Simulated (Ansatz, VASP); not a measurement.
## MgO: VASP beside Ansatz

```xyz
2
Lattice="1.5741 -1.7811 0.0000 1.5741 1.7811 0.0000 0.0000 0.0000 4.3239" Properties=species:S:1:pos:R:3 pbc="T T T"
Mg    1.5741    0.0000    0.0000
O     0.0000    0.0000    0.0000
```

Alike in both runs: task single point; functional PBE; k mesh 8 × 8 × 4; occupations gaussian, width 0.1 eV; no spin polarisation.

|  | VASP | Ansatz |
| --- | --- | --- |
| version | VASP 6.6.1 | Ansatz 0.2.0 |
| potentials or method | VASP PAW PBE potentials, release 64 (Mg, O), cutoff 520 eV | scalar-relativistic, plane waves, PAW |
| valence electrons in the cell | 8 | 16 |

```csv
,VASP,Ansatz,Ansatz less VASP
gap on the k mesh at the Fermi level (eV),1.41,1.43,+0.026
least direct gap on the mesh (eV),1.41,1.44,+0.026
```

With one functional, cell and mesh, what is left measures potentials, basis and numerics. VASP's potentials hold 8 valence electrons a cell and Ansatz's 16, so a difference there can come from the potentials and not from the codes.
